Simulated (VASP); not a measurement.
# ScTa7O20 (a cell with a defect) in VASP: settings compared

The runs below take ScTa7O20 (a cell with a defect) through single point, with LDA, PBEsol.

Everything below comes from runs of VASP 6.6.1. Logs are shortened: lines on timing, memory, paths and dates and some standing lists are left out, and cuts for length are marked.

## (1) The cell of the first run

The cell holds a defect, 28 atoms: a = 12.505 Å, b = 6.727 Å, c = 13.272 Å, α = 68.64°, β = 30.07°, γ = 81.29°.

## (2) Single point, LDA, collinear spin

The input, INCAR:

```
SYSTEM = ScTa7O20
ALGO = Normal ; EDIFF = 1E-6
ENCUT = 520 ; GGA = CA
GGA_COMPAT = .False. ; ISIF = 2
ISMEAR = -1 ; ISPIN = 2
LASPH = .True. ; LCHARG = .False.
LMAXMIX = 4 ; LORBIT = 11
LREAL = .False. ; LWAVE = .False.
MAGMOM = -0.01 -0.01 -0.01 0 0 0 0 -0.01 0.1 0.08 0.25 0.09 0 0 0.01 0.01 0.01 0.01 0.04 0.01 0 0 0.01 0 0.2 0.2 0.01 0 ; NBANDS = 128
NELECT = 209.0 ; NELM = 200
NUPDOWN = 1.0 ; PREC = Accurate
SIGMA = 0.01
```

The input, KPOINTS:

```
Automatic mesh
0
Gamma
  1 1 1
  0.25 0.25 0.25
```

The input, POSCAR:

```
ScTa7O20
1.0
    0.0000000000     11.9846651819      3.5696847681
    5.7020527302      0.0000000000      3.5696847681
    5.7020527302     11.9846651819      0.0000000000
Ta Sc O
7 1 20
Direct
    0.1023419986      0.3954192920      0.7543281693
    0.5968648544      0.9019606407      0.2595405868
    0.8964669317      0.5980225431      0.2464615314
    0.2403925315      0.2558930023      0.3960036377
    0.7428691002      0.7570921694      0.8988054887
    0.2596722916      0.2443355676      0.0885767864
    0.7598153359      0.7361951572      0.6006190537
    0.4073304616      0.0946669502      0.7353577055
    0.3122205479      0.6846243138      0.5761666116
    0.8093834134      0.1904170447      0.0747515115
    0.1718958233      0.8001853297      0.9287448131
    0.7035226210      0.3228502132      0.4020870390
    0.4247434412      0.5758303662      0.1897663980
    0.9196314178      0.0767664225      0.6939980484
    0.0750388732      0.9285949523      0.3134324053
    0.5769603373      0.4179763860      0.8170277448
    0.4095458283      0.0806424987      0.3266053519
    0.9164520362      0.5907017360      0.8235250138
    0.0895952552      0.4298087785      0.1774975704
    0.5823312308      0.9005537755      0.6913383092
    0.1735844359      0.3263852994      0.5838111021
    0.6803242048      0.8194860623      0.0869070176
    0.3130064679      0.1916570488      0.9203945451
    0.8157230161      0.6743189642      0.4232997336
    0.2478075873      0.2446276384      0.7431704779
    0.7414541277      0.7623733135      0.2610979273
    0.2519586317      0.2451623804      0.2495080010
    0.7614275278      0.7400522959      0.7460870220
```

Potentials or basis: VASP PAW LDA potentials, release 64 (Ta_pv, Sc_sv, O).

The run is started by

```sh
$ cat potpaw_LDA.64/Ta_pv/POTCAR potpaw_LDA.64/Sc_sv/POTCAR potpaw_LDA.64/O/POTCAR > POTCAR
$ mpirun -np 1 vasp_std > vasp.out
```

OUTCAR:

```text
SYSTEM = ScTa7O20
   EDIFF = 1E-6
   ENCUT = 520
   GGA = CA
   ISIF = 2
   ISMEAR = -1
   ISPIN = 2
   LASPH = .True.
   LORBIT = 11
   LREAL = .False.
   NELECT = 209.0
   NELM = 200
   NUPDOWN = 1.0
   PREC = Accurate

 ion  position               nearest neighbor table
   1  0.102  0.395  0.754-  21 1.81  25 1.86  10 1.92   9 1.93  18 2.06   2 3.57   2 3.57
   2  0.597  0.902  0.260-  22 1.81  10 1.91   9 1.92  26 1.92  17 2.01   1 3.57   1 3.57
   3  0.896  0.598  0.246-  24 1.85  12 1.86  11 1.90  26 1.97  19 2.01
   4  0.240  0.256  0.396-  17 1.84  27 1.85  14 1.93  13 1.93  21 2.07   5 3.56   5 3.58
   5  0.743  0.757  0.899-  18 1.81  28 1.88  13 1.92  14 1.92  22 2.07   4 3.56   4 3.58
   6  0.260  0.244  0.089-  19 1.84  23 1.87  16 1.92  15 1.92  27 2.06   7 3.54   7 3.60
   7  0.760  0.736  0.601-  20 1.79  15 1.92  16 1.92  28 1.96  24 1.99   6 3.54   6 3.60
   8  0.407  0.095  0.735-  23 1.94  12 2.02  25 2.03  11 2.04  20 2.08
   9  0.312  0.685  0.576-   2 1.92   1 1.93
  10  0.809  0.190  0.075-   2 1.91   1 1.92
  11  0.172  0.800  0.929-   3 1.90   8 2.04
  12  0.704  0.323  0.402-   3 1.86   8 2.02
  13  0.425  0.576  0.190-   5 1.92   4 1.93
  14  0.920  0.077  0.694-   5 1.92   4 1.93
[... 12 lines left out ...]
  27  0.252  0.245  0.250-   4 1.85   6 2.06
  28  0.761  0.740  0.746-   5 1.88   7 1.96

  LATTYP: Found a face centered orthorhombic cell.
 ALAT       =     7.1393695362
 B/A-ratio  =     1.5973546967
 C/A-ratio  =     3.3573455250

  Lattice vectors:

 A1 = (   5.7020527302,  11.9846651819,   0.0000000000)
 A2 = (   0.0000000000,  11.9846651819,   3.5696847681)
 A3 = (   5.7020527302,   0.0000000000,   3.5696847681)

Analysis of symmetry for initial positions (statically):
=====================================================================
 Subroutine PRICEL returns:
 Original cell was already a primitive cell.

 Routine SETGRP: Setting up the symmetry group for a
 face centered orthorhombic supercell.

 Subroutine GETGRP returns: Found  1 space group operations
 (whereof  1 operations were pure point group operations)
 out of a pool of  8 trial point group operations.

The static configuration has the point symmetry C_1 .

Analysis of symmetry for dynamics (positions and initial velocities):
=====================================================================
 Subroutine PRICEL returns:
 Original cell was already a primitive cell.

 Routine SETGRP: Setting up the symmetry group for a
 face centered orthorhombic supercell.

 Subroutine GETGRP returns: Found  1 space group operations
 (whereof  1 operations were pure point group operations)
 out of a pool of  8 trial point group operations.

The dynamic configuration has the point symmetry C_1 .

Analysis of structural, dynamic, and magnetic symmetry:
=====================================================================
 Subroutine PRICEL returns:
 Original cell was already a primitive cell.

 Routine SETGRP: Setting up the symmetry group for a
 face centered orthorhombic supercell.

 Subroutine GETGRP returns: Found  1 space group operations
 (whereof  1 operations were pure point group operations)
 out of a pool of  8 trial point group operations.

The overall configuration has the point symmetry C_1 .

 Subroutine INISYM returns: Found  1 space group operations
 (whereof  1 operations are pure point group operations),
 and found     1 'primitive' translations

----------------------------------------------------------------------------------------

                                     Primitive cell

  volume of cell :     487.8845

  direct lattice vectors                    reciprocal lattice vectors
     0.000000000 11.984665182  3.569684768    -0.087687719  0.041719981  0.140068390
     5.702052730  0.000000000  3.569684768     0.087687719 -0.041719981  0.140068390
     5.702052730 11.984665182  0.000000000     0.087687719  0.041719981 -0.140068390

  length of vectors
    12.504992957  6.727262049 13.271985717     0.170437223  0.170437223  0.170437223

  position of ions in fractional coordinates (direct lattice)
     0.102341999  0.395419292  0.754328169
     0.596864854  0.901960641  0.259540587
     0.896466932  0.598022543  0.246461531
     0.240392531  0.255893002  0.396003638
     0.742869100  0.757092169  0.898805489
     0.259672292  0.244335568  0.088576786
[... 20 lines left out ...]
     0.251958632  0.245162380  0.249508001
     0.761427528  0.740052296  0.746087022

  ion indices of the primitive-cell ions
   primitive index   ion index
                 1           1
[... 50 lines left out ...]
 ===========================================

 Found      4 irreducible k-points:

 Following reciprocal coordinates:
            Coordinates               Weight
  0.250000  0.250000  0.250000      2.000000
 -0.000000 -0.000000 -0.250000      2.000000
 -0.250000  0.000000  0.000000      2.000000
  0.000000 -0.250000  0.000000      2.000000
   k-points           NKPTS =      4   k-points in BZ     NKDIM =      4   number of bands    NBANDS=    128
   number of dos      NEDOS =    301   number of ions     NIONS =     28
   total plane-waves  NPLWV = 480000
   dimension x,y,z NGX =    96 NGY =   50 NGZ =  100
   dimension x,y,z NGXF=   192 NGYF=  100 NGZF=  200
   ions per type =               7   1  20
   NGX,Y,Z   is equivalent  to a cutoff of  12.76, 12.36, 12.53 a.u.
   NGXF,Y,Z  is equivalent  to a cutoff of  25.53, 24.71, 25.05 a.u.
 SYSTEM =  ScTa7O20
   PREC   = accura    normal or accurate (medium, high low for compatibility)
   ISTART =      0    job   : 0-new  1-cont  2-samecut
   ICHARG =      2    charge: 1-file 2-atom 10-const
   ISPIN  =      2    spin polarized calculation?
   LNONCOLLINEAR =      F non collinear calculations
   LSORBIT =      F    spin-orbit coupling
   LASPH  =      T    aspherical Exc in radial PAW
   ENCUT  =  520.0 eV  38.22 Ry    6.18 a.u.  23.25 12.51 24.68*2*pi/ulx,y,z
   NELM   =    200;   NELMIN=  2; NELMDL= -5     # of ELM steps
   EDIFF  = 0.1E-05   stopping-criterion for ELM
   LREAL  =      F    real-space projection
   EDIFFG = 0.1E-04   stopping-criterion for IOM
   NSW    =      0    number of steps for IOM
   IBRION =     -1    ionic relax: 0-MD 1-quasi-New 2-CG
   NFREE  =      0    steps in history (QN), initial steepest desc. (CG)
   ISIF   =      2    stress and relaxation
   ISYM   =      2    0-nonsym 1-usesym 2-fastsym
   POTIM  = 0.5000    time-step for ionic-motion
   TEBEG  =    0.0;   TEEND  =   0.0 temperature during run
   PSTRESS=    0.0 pullay stress
   NELECT =     209.0000    total number of electrons
   NUPDOWN=       1.0000    fix difference up-down
   EMIN   =  10.00;   EMAX   =-10.00  energy-range for DOS
   EFERMI =   0.00;   METHOD = LEGACY
   ISMEAR =    -1;   SIGMA  =   0.01  broadening in eV -4-tet -1-fermi 0-gaus
   EFERMI_NEDOS =   21; number of points for ismear=-14 and -15
   IALGO  =     38    algorithm
   IMIX   =      4    mixing-type and parameters
     AMIX     =   0.40;   BMIX     =  1.00
     AMIX_MAG =   1.60;   BMIX_MAG =  1.00
  volume/ion in A,a.u.               =      17.42       117.59
  Fermi-wavevector in a.u.,A,eV,Ry     =   1.234103  2.332116 20.721798  1.523009
  Thomas-Fermi vector in A             =   2.368806
   LORBIT       =     11    0 simple, 1 ext, 2 COOP (PROOUT), +10 PAW based schemes
   GGA     = CA    functional components
   LHFCALC =     F    Hartree Fock is set to
   AEXX    =    0.0000 exact exchange contribution
   IVDW    =     0    specifies the selected vdW correction
   LEPSILON=     F    determine dielectric tensor
   LRPA    =     F    only Hartree local field effects (RPA)
 spin polarized calculation
  energy-cutoff  :      520.00
  volume of cell :      487.88
 maximum number of plane-waves:     13140
 NGX is ok and might be reduce to    96
   NGX = 47   NGY = 25   NGZ = 49

 number of electron     209.0000004 magnetization       1.0000015

 Free energy of the ion-electron system (eV)
  ---------------------------------------------------
  ext. energy  EPLUGINS =         0.00000000
  ---------------------------------------------------
  free energy    TOTEN  =      -284.29674928 eV

  energy without entropy =     -284.29472950  energy(sigma->0) =     -284.29573939

 E-fermi :  -0.9661     XC(G=0):  -9.1144

 val. band max:       -1.0037727771   @ k =  -0.0000  -0.0000  -0.2500
 cond. band min:      -0.9289338334   @ k =  -0.0000  -0.0000  -0.2500
 fundamental gap:      0.0748389437
 Fermi energy:        -0.7531081599

 spin component 1

 k-point     1 :       0.2500    0.2500    0.2500
  band No.  band energies     occupation
      1     -47.1986      1.00000
      2     -35.1490      1.00000
      3     -35.0423      1.00000
      4     -35.0327      1.00000
      5     -35.0184      1.00000
      6     -34.9428      1.00000
[... 465 lines left out ...]
    115       3.8539      0.00000
    116       3.9447      0.00000
 Fermi energy:        -0.9660960437

 spin component 2

 k-point     1 :       0.2500    0.2500    0.2500
  band No.  band energies     occupation
      1     -47.2066      1.00000
      2     -35.1548      1.00000
      3     -35.0496      1.00000
      4     -35.0328      1.00000
      5     -35.0197      1.00000
      6     -34.9444      1.00000
[... 465 lines left out ...]
    115       3.8614      0.00000
    116       3.9571      0.00000
 [bands above 116 left out]

------------------------ aborting loop because EDIFF is reached ----------------------------------------

  FORCE on cell =-STRESS in cart. coord.  units (eV):
  Direction    XX          YY          ZZ          XY          YZ          ZX
  --------------------------------------------------------------------------------------
  -------------------------------------------------------------------------------------
  Total        2.4718287      0.4166040      2.9609035      0.5635960     -0.0172568     -0.1608412
  in kB        8.1173068      1.3680975      9.7233929      1.8508085     -0.0566702     -0.5281910
  external PRESSURE =       6.4029324 kB  Pullay stress =       0.0000000 kB

 VOLUME and BASIS-vectors are now :
 -----------------------------------------------------------------------------
  energy-cutoff  :      520.00
  volume of cell :      487.88
      direct lattice vectors                 reciprocal lattice vectors
     0.000000000 11.984665182  3.569684768    -0.087687719  0.041719981  0.140068390
     5.702052730  0.000000000  3.569684768     0.087687719 -0.041719981  0.140068390
     5.702052730 11.984665182  0.000000000     0.087687719  0.041719981 -0.140068390

 POSITION                                       TOTAL-FORCE (eV/Angst)
 -----------------------------------------------------------------------------------
      6.55592     10.26691      1.77685         0.091013      0.092858      0.021870
      6.62294     10.26373      5.35033         0.087830      0.132634      0.008106
      4.81529     13.69761      5.33486        -0.022986     -0.110046      0.075623
      3.71715      7.62700      1.77158         0.109570      0.135199      0.024827
      9.44202     19.67492      5.35439         0.109762      0.094721      0.023644
      1.89828      4.17365      1.79915         0.063357      0.060562     -0.012770
[... 20 lines left out ...]
      2.82064      6.00991      1.77457        -0.054832     -0.086913     -0.012978
      8.47404     18.06706      5.35981        -0.026966     -0.062385     -0.003002
 -----------------------------------------------------------------------------------
    total drift:                               -0.001418      0.003055     -0.000712

  FREE ENERGIE OF THE ION-ELECTRON SYSTEM (eV)
  ---------------------------------------------------
  free  energy   TOTEN  =      -284.2967492821 eV

  energy  without entropy=     -284.2947295010  energy(sigma->0) =     -284.29573939

 total charge

# of ion       s       p       d       tot
------------------------------------------
    1        0.381   6.355   2.365   9.101
    2        0.377   6.355   2.338   9.071
    3        0.377   6.356   2.338   9.071
    4        0.374   6.347   2.326   9.047
    5        0.377   6.349   2.338   9.063
    6        0.376   6.350   2.319   9.045
[... 20 lines left out ...]
   27        1.561   3.497   0.000   5.058
   28        1.559   3.519   0.000   5.078
--------------------------------------------------
tot         36.113 120.552  17.524 174.189

 magnetization (x)

# of ion       s       p       d       tot
------------------------------------------
    1       -0.001  -0.001  -0.019  -0.021
    2       -0.001  -0.001  -0.017  -0.019
    3       -0.001  -0.001  -0.018  -0.021
    4       -0.000  -0.000  -0.000  -0.000
    5       -0.000  -0.000  -0.000  -0.001
    6       -0.000   0.000  -0.000  -0.000
[... 20 lines left out ...]
   27        0.000   0.006   0.000   0.006
   28        0.000   0.005   0.000   0.006
--------------------------------------------------
tot          0.008   0.882  -0.066   0.825
```

Wall time 34 min (1 thread of Oxide Virtual Turin-like, shared host); peak memory 0.91 GiB.

Results:

* Free energy: -284.2967 eV
* Largest force: 0.176 eV/Å
* Net moment: 1.00 μB per cell
* Site moments: Ta -0.02, -0.00, +0.00 (each value once); Sc -0.01; O +0.09, +0.07, +0.22, +0.00, +0.01, +0.04, +0.18, +0.17 (each value once) μB
* Valence electrons inside the program's atomic spheres: Ta 9.10, 9.07, 9.05, 9.06, 9.04 (each value once); Sc 9.67; O 5.05, 5.06, 4.98, 5.02, 5.07, 5.04, 5.01, 5.03, 5.08 (each value once)

Forces in eV/Å, atoms in the order of the input:
```
Ta   0.091  0.093  0.022
Ta   0.088  0.133  0.008
Ta  -0.023 -0.110  0.076
Ta   0.110  0.135  0.025
Ta   0.110  0.095  0.024
Ta   0.063  0.061 -0.013
Ta  -0.114  0.002  0.005
Sc  -0.035 -0.089 -0.054
O   -0.114 -0.118 -0.003
O   -0.110 -0.100 -0.001
O    0.117  0.122  0.011
O    0.095  0.098 -0.047
O   -0.127  0.072 -0.018
O   -0.136  0.063  0.006
O    0.126 -0.062 -0.011
O    0.127 -0.081  0.003
O    0.006  0.015 -0.001
O   -0.025  0.039 -0.012
O   -0.041 -0.044  0.002
O    0.030 -0.068  0.024
O   -0.090 -0.126 -0.012
O   -0.084 -0.132 -0.020
O   -0.029  0.031  0.014
O    0.073  0.124  0.000
O    0.006  0.015  0.002
O   -0.030 -0.018 -0.014
O   -0.055 -0.087 -0.013
O   -0.027 -0.062 -0.003
```

Caveat: the k points lie up to 0.54 Å⁻¹ apart; the cell carries a net charge on a neutralising background, which shifts energy and pressure; the cell is charged against a uniform background, so pressure and absolute levels hang on convention; spin-orbit coupling is left out, which moves the levels of the heavy elements; the total moment is fixed, so each spin has its own Fermi level and the state may be an excited one.

(Part 1 of 2 ends here.)
